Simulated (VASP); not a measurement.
Wanted: the native input for a VASP 6.6.1 run.

```
Task                   : single point
Functional             : PBE
Potentials or basis    : VASP PAW PBE potentials, release 64 (Si, C)
Cutoff                 : 520 eV
k mesh                 : 6 × 6 × 2
Occupations            : gaussian, width 0.1 eV
Spin                   : collinear spin, ferromagnetic start
Starting moments       : [0.0, 0.0, 0.0, 0.0, 1.0, 1.0] μB
Dipole correction      : no
Further INCAR settings : ALGO = Normal; EDIFF = 1e-07; NBANDS = 25
```

The structure of Si2C lies in POSCAR:

```
Si2C
1.0
    3.1036163001      0.0000000000      0.0000000000
   -1.5518081501      2.6878105595      0.0000000000
    0.0000000000      0.0000000000      9.8925743890
Si C
4 2
Direct
    0.3333333333      0.6666666667      0.3939555277
    0.3333333333      0.6666666667      0.8283008582
    0.6666666667      0.3333333333      0.1716991418
    0.6666666667      0.3333333333      0.6060444723
    0.3333333333      0.6666666667      0.1538233432
    0.6666666667      0.3333333333      0.8461766568
```

The input as run:

INCAR

```
ALGO = Normal
EDIFF = 1E-7
ENCUT = 520
GGA = PE
ISIF = 2
ISMEAR = 0
ISPIN = 2
LASPH = True
LCHARG = False
LORBIT = 11
LREAL = False
LWAVE = False
MAGMOM = 0 0 0 0 1 1
NBANDS = 25
NELM = 150
PREC = Accurate
SIGMA = 0.1
```

KPOINTS

```
k-points
0
Gamma
  6 6 2
```

Potentials or basis: VASP PAW PBE potentials, release 64 (Si, C).

Command:

```sh
$ cat potpaw_PBE.64/Si/POTCAR potpaw_PBE.64/C/POTCAR > POTCAR
$ mpirun -np 1 vasp_std > vasp.out
```

Results of the run:

| Property | Result |
| --- | --- |
| Pressure | -0.3 GPa |
| Largest force | 0.012 eV/Å |
| Band gap on the k mesh | zero (filled and empty bands overlap) |
| Net moment | 0.00 μB per cell |
| Valence electrons inside the program's atomic spheres | Si 1.51, 1.69; C 2.53 |

Caveat: the k points lie up to 0.39 Å⁻¹ apart.

Run time: 38 s on 1 thread of Intel(R) Xeon(R) 6975P-C (Granite Rapids), on a shared host, peak memory 0.24 GiB.
